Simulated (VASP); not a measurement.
# Cu3Te (Pm-3m) in VASP: further runs, part 2 of 2

VASP 6.6.1. Earlier steps stand in the parts before.

## Step 5: Single point, PBE

This run uses another cell than the first one, of 15.98 Å³/atom.

INCAR reads:

```
SYSTEM = Cu3Te
PREC = Accurate ; ENCUT = 520
EDIFF = 1E-7 ; ISMEAR = -1
SIGMA = 0.05 ; LREAL = .False.
LASPH = .True. ; NELM = 80
ALGO = Normal ; ISIF = 2
LWAVE = .False. ; LCHARG = .False.
GGA = PE ; NBANDS = 28
```

KPOINTS reads:

```
regular mesh
0
Gamma
  6 6 6
  0 0 0
```

POSCAR reads:

```
Cu3Te
1.0
    3.9985977190      0.0000000000      0.0000000000
    0.0000000000      3.9985977190      0.0000000000
    0.0000000000      0.0000000000      3.9985977190
Cu Te
3 1
Direct
    0.0000000000      0.5000000000      0.5000000000
    0.5000000000      0.0000000000      0.5000000000
    0.5000000000      0.5000000000      0.0000000000
    0.0000000000      0.0000000000      0.0000000000
```

Potentials or basis: VASP PAW PBE potentials, release 64 (Cu, Te).

On the command line:

```
cat potpaw_PBE.64/Cu/POTCAR potpaw_PBE.64/Te/POTCAR > POTCAR
mpirun -np 1 vasp_std > vasp.out
```

OUTCAR:

```text
SYSTEM = Cu3Te
   PREC = Accurate
   ENCUT = 520
   EDIFF = 1E-7
   ISMEAR = -1
   LREAL = .False.
   LASPH = .True.
   NELM = 80
   ISIF = 2
   GGA = PE

 ion  position               nearest neighbor table
   1  0.000  0.500  0.500-   4 2.83   4 2.83   4 2.83   4 2.83
   2  0.500  0.000  0.500-   4 2.83   4 2.83   4 2.83   4 2.83
   3  0.500  0.500  0.000-   4 2.83   4 2.83   4 2.83   4 2.83
   4  0.000  0.000  0.000-   1 2.83   2 2.83   3 2.83   1 2.83   2 2.83   1 2.83   3 2.83   1 2.83
                             2 2.83   3 2.83   2 2.83   3 2.83

  LATTYP: Found a simple cubic cell.
 ALAT       =     3.9985977190

  Lattice vectors:

 A1 = (   3.9985977190,   0.0000000000,   0.0000000000)
 A2 = (   0.0000000000,   3.9985977190,   0.0000000000)
 A3 = (   0.0000000000,   0.0000000000,   3.9985977190)

Analysis of symmetry for initial positions (statically):
=====================================================================
 Subroutine PRICEL returns:
 Original cell was already a primitive cell.

 Routine SETGRP: Setting up the symmetry group for a
 simple cubic supercell.

 Subroutine GETGRP returns: Found 48 space group operations
 (whereof 48 operations were pure point group operations)
 out of a pool of 48 trial point group operations.

The static configuration has the point symmetry O_h .

Analysis of symmetry for dynamics (positions and initial velocities):
=====================================================================
 Subroutine PRICEL returns:
 Original cell was already a primitive cell.

 Routine SETGRP: Setting up the symmetry group for a
 simple cubic supercell.

 Subroutine GETGRP returns: Found 48 space group operations
 (whereof 48 operations were pure point group operations)
 out of a pool of 48 trial point group operations.

The dynamic configuration has the point symmetry O_h .

 Subroutine INISYM returns: Found 48 space group operations
 (whereof 48 operations are pure point group operations),
 and found     1 'primitive' translations

----------------------------------------------------------------------------------------

                                     Primitive cell

  volume of cell :      63.9327

  direct lattice vectors                    reciprocal lattice vectors
     3.998597719  0.000000000  0.000000000     0.250087673  0.000000000  0.000000000
     0.000000000  3.998597719  0.000000000     0.000000000  0.250087673  0.000000000
     0.000000000  0.000000000  3.998597719     0.000000000  0.000000000  0.250087673

  length of vectors
     3.998597719  3.998597719  3.998597719     0.250087673  0.250087673  0.250087673

  position of ions in fractional coordinates (direct lattice)
     0.000000000  0.500000000  0.500000000
     0.500000000  0.000000000  0.500000000
     0.500000000  0.500000000  0.000000000
     0.000000000  0.000000000  0.000000000

  ion indices of the primitive-cell ions
   primitive index   ion index
                 1           1
                 2           2
                 3           3
                 4           4

----------------------------------------------------------------------------------------

 KPOINTS: regular mesh

Automatic generation of k-mesh.
 Grid dimensions read from file:
 generate k-points for:    6    6    6

 Generating k-lattice:

  Cartesian coordinates                     Fractional coordinates (reciprocal lattice)
     0.041681279  0.000000000  0.000000000     0.166666667  0.000000000  0.000000000
     0.000000000  0.041681279  0.000000000     0.000000000  0.166666667  0.000000000
     0.000000000  0.000000000  0.041681279     0.000000000  0.000000000  0.166666667

  Length of vectors
     0.041681279  0.041681279  0.041681279

  Shift w.r.t. Gamma in fractional coordinates (k-lattice)
     0.000000000  0.000000000  0.000000000

 Subroutine IBZKPT returns following result:
 ===========================================

 Found     20 irreducible k-points:

 Following reciprocal coordinates:
            Coordinates               Weight
  0.000000  0.000000  0.000000      1.000000
  0.166667  0.000000  0.000000      6.000000
  0.333333  0.000000  0.000000      6.000000
  0.500000  0.000000  0.000000      3.000000
  0.166667  0.166667  0.000000     12.000000
  0.333333  0.166667  0.000000     24.000000
[... 12 lines left out ...]
  0.500000  0.500000  0.333333      6.000000
  0.500000  0.500000  0.500000      1.000000
   k-points           NKPTS =     20   k-points in BZ     NKDIM =     20   number of bands    NBANDS=     28
   number of dos      NEDOS =    301   number of ions     NIONS =      4
   total plane-waves  NPLWV =  27000
   dimension x,y,z NGX =    30 NGY =   30 NGZ =   30
   dimension x,y,z NGXF=    60 NGYF=   60 NGZF=   60
   ions per type =               3   1
   NGX,Y,Z   is equivalent  to a cutoff of  12.47, 12.47, 12.47 a.u.
   NGXF,Y,Z  is equivalent  to a cutoff of  24.95, 24.95, 24.95 a.u.
 SYSTEM =  Cu3Te
   PREC   = accura    normal or accurate (medium, high low for compatibility)
   ISTART =      0    job   : 0-new  1-cont  2-samecut
   ICHARG =      2    charge: 1-file 2-atom 10-const
   ISPIN  =      1    spin polarized calculation?
   LNONCOLLINEAR =      F non collinear calculations
   LSORBIT =      F    spin-orbit coupling
   LASPH  =      T    aspherical Exc in radial PAW
   ENCUT  =  520.0 eV  38.22 Ry    6.18 a.u.   7.43  7.43  7.43*2*pi/ulx,y,z
   NELM   =     80;   NELMIN=  2; NELMDL= -5     # of ELM steps
   EDIFF  = 0.1E-06   stopping-criterion for ELM
   LREAL  =      F    real-space projection
   EDIFFG = 0.1E-05   stopping-criterion for IOM
   NSW    =      0    number of steps for IOM
   IBRION =     -1    ionic relax: 0-MD 1-quasi-New 2-CG
   NFREE  =      0    steps in history (QN), initial steepest desc. (CG)
   ISIF   =      2    stress and relaxation
   ISYM   =      2    0-nonsym 1-usesym 2-fastsym
   POTIM  = 0.5000    time-step for ionic-motion
   TEBEG  =    0.0;   TEEND  =   0.0 temperature during run
   PSTRESS=    0.0 pullay stress
   NELECT =      39.0000    total number of electrons
   NUPDOWN=      -1.0000    fix difference up-down
   EMIN   =  10.00;   EMAX   =-10.00  energy-range for DOS
   EFERMI =   0.00;   METHOD = LEGACY
   ISMEAR =    -1;   SIGMA  =   0.05  broadening in eV -4-tet -1-fermi 0-gaus
   EFERMI_NEDOS =   21; number of points for ismear=-14 and -15
   IALGO  =     38    algorithm
   IMIX   =      4    mixing-type and parameters
     AMIX     =   0.40;   BMIX     =  1.00
     AMIX_MAG =   1.60;   BMIX_MAG =  1.00
  volume/ion in A,a.u.               =      15.98       107.86
  Fermi-wavevector in a.u.,A,eV,Ry     =   1.388424  2.623740 26.228224  1.927720
  Thomas-Fermi vector in A             =   2.512551
   LORBIT       =      0    0 simple, 1 ext, 2 COOP (PROOUT), +10 PAW based schemes
   GGA     = PE    functional components
   LHFCALC =     F    Hartree Fock is set to
   AEXX    =    0.0000 exact exchange contribution
   IVDW    =     0    specifies the selected vdW correction
   LEPSILON=     F    determine dielectric tensor
   LRPA    =     F    only Hartree local field effects (RPA)
 non-spin polarized calculation
  energy-cutoff  :      520.00
  volume of cell :       63.93
 maximum number of plane-waves:      1750
 NGX is ok and might be reduce to    30
   NGX = 15   NGY = 15   NGZ = 15

 number of electron      39.0000071 magnetization

 Free energy of the ion-electron system (eV)
  ---------------------------------------------------
  ext. energy  EPLUGINS =         0.00000000
  ---------------------------------------------------
  free energy    TOTEN  =       -13.74021376 eV

  energy without entropy =      -13.73630543  energy(sigma->0) =      -13.73825960

 E-fermi :   8.3299     XC(G=0): -11.5846

 val. band max:        8.2174774573   @ k =   0.3333   0.3333   0.0000
 cond. band min:       8.4795514692   @ k =   0.5000   0.1667   0.1667
 fundamental gap:      0.2620740118
 Fermi energy:         8.3298571125

 k-point     1 :       0.0000    0.0000    0.0000
  band No.  band energies     occupation
      1      -5.3219      2.00000
      2       3.4499      2.00000
      3       4.2613      2.00000
      4       4.2613      2.00000
      5       4.5470      2.00000
      6       4.5470      2.00000
[... 20 lines left out ...]
     27      16.7253      0.00000
[... 567 lines left out ...]
      6       3.9709      2.00000
[... 20 lines left out ...]
     27      21.9534      0.00000
     28      21.9534      0.00000

------------------------ aborting loop because EDIFF is reached ----------------------------------------

  FORCE on cell =-STRESS in cart. coord.  units (eV):
  Direction    XX          YY          ZZ          XY          YZ          ZX
  --------------------------------------------------------------------------------------
  -------------------------------------------------------------------------------------
  Total       -0.9770954     -0.9770954     -0.9770954      0.0000000     -0.0000000      0.0000000
  in kB      -24.4863697    -24.4863697    -24.4863697      0.0000000     -0.0000000      0.0000000
  external PRESSURE =     -24.4863697 kB  Pullay stress =       0.0000000 kB

 VOLUME and BASIS-vectors are now :
 -----------------------------------------------------------------------------
  energy-cutoff  :      520.00
  volume of cell :       63.93
      direct lattice vectors                 reciprocal lattice vectors
     3.998597719  0.000000000  0.000000000     0.250087673  0.000000000  0.000000000
     0.000000000  3.998597719  0.000000000     0.000000000  0.250087673  0.000000000
     0.000000000  0.000000000  3.998597719     0.000000000  0.000000000  0.250087673

 POSITION                                       TOTAL-FORCE (eV/Angst)
 -----------------------------------------------------------------------------------
      0.00000      1.99930      1.99930         0.000000      0.000000      0.000000
      1.99930      0.00000      1.99930         0.000000      0.000000      0.000000
      1.99930      1.99930      0.00000         0.000000      0.000000      0.000000
      0.00000      0.00000      0.00000         0.000000      0.000000      0.000000
 -----------------------------------------------------------------------------------
    total drift:                                0.000000      0.000000     -0.000000

  FREE ENERGIE OF THE ION-ELECTRON SYSTEM (eV)
  ---------------------------------------------------
  free  energy   TOTEN  =       -13.7402137594 eV

  energy  without entropy=      -13.7363054342  energy(sigma->0) =      -13.73825960
```

It took 38 s on 1 thread of Intel Xeon Platinum 8259CL at 2.50GHz (Skylake/Cascade Lake), shared host; peak memory 0.18 GiB.

Results:

| Item | Value |
| --- | --- |
| Free energy | -13.7402 eV |
| Pressure | -2.4 GPa |
| Band gap on the k mesh | zero (an odd number of electrons rules out a gap without spin polarisation) |

Caveat: spin-orbit coupling is left out, which moves the levels of the heavy elements.

## Step 6: Single point, PBE

This run uses another cell than the first one, of 16.44 Å³/atom.

INCAR reads:

```
SYSTEM = Cu3Te
  PREC = Accurate
  ENCUT = 520
  EDIFF = 1E-6
  ISMEAR = -1
  SIGMA = 0.05
  LREAL = .FALSE.
  LASPH = .TRUE.
  NELM = 60
  ALGO = Normal
  ISIF = 2
  LWAVE = .FALSE.
  LCHARG = .FALSE.
  GGA = PE
  NBANDS = 28
```

KPOINTS reads:

```
Automatic mesh
0
G
  6 6 6
  0 0 0
```

POSCAR reads:

```
Cu3Te
1.0
    4.0366818941      0.0000000000      0.0000000000
    0.0000000000      4.0366818941      0.0000000000
    0.0000000000      0.0000000000      4.0366818941
Cu Te
3 1
Direct
    0.0000000000      0.5000000000      0.5000000000
    0.5000000000      0.0000000000      0.5000000000
    0.5000000000      0.5000000000      0.0000000000
    0.0000000000      0.0000000000      0.0000000000
```

Potentials or basis: VASP PAW PBE potentials, release 64 (Cu, Te).

On the command line:

```
cat potpaw_PBE.64/Cu/POTCAR potpaw_PBE.64/Te/POTCAR > POTCAR
mpirun -np 1 vasp_std > vasp.out
```

It took 29 s on 1 thread of Intel Xeon Platinum 8259CL at 2.50GHz (Skylake/Cascade Lake), shared host; peak memory 0.18 GiB.

It converged, with:

```yaml
Free_energy: -13.6990 eV
Pressure: -4.3 GPa
Band_gap_on_the_k_mesh: zero (an odd number of electrons rules out a gap without spin polarisation)
```

Levels at points of the mesh, in eV from the Fermi level:
```tsv
k point	band 17	band 18	band 19	band 20	band 21	band 22	band 23	band 24
(0.00, 0.00, 0.00)	-2.03	-2.03	-2.03	-1.38	2.58	2.58	5.86	5.86
(0.50, 0.00, 0.00)	-2.03	-0.44	-0.44	-0.24	2.77	2.77	2.90	3.44
(0.50, 0.50, 0.00)	-2.47	-1.79	-1.79	0.67	2.42	4.66	4.66	4.75
(0.50, 0.50, 0.50)	-2.13	-2.13	-2.13	-1.19	0.44	0.44	0.44	10.13
```

Caveat: the cell stands under tension; spin-orbit coupling is left out, which moves the levels of the heavy elements.

## Step 7: Summary

| cell | gap on the mesh (eV) | pressure (GPa) |
| --- | --- | --- |
| a = 3.880 Å, 4 atoms | none | 6.9 |
| a = 3.920 Å, 4 atoms | none | 3.2 |
| a = 3.960 Å, 4 atoms | none | 0.8 |
| a = 3.999 Å, 4 atoms | none | -2.4 |
| a = 4.037 Å, 4 atoms | none | -4.3 |

Alike in all rows: task single point; level PBE; potentials or basis VASP PAW PBE potentials, release 64 (Cu, Te); no spin polarisation; k mesh 6 × 6 × 6; cutoff (eV) 520; smearing fermi-dirac 0.05 eV.

Caveats: spin-orbit coupling is left out, which moves the levels of the heavy elements; the cell stands under pressure (at least some runs); the cell stands under tension (at least some runs).

Total energies depend on the potentials used, so only differences within one code and one set of settings carry meaning.
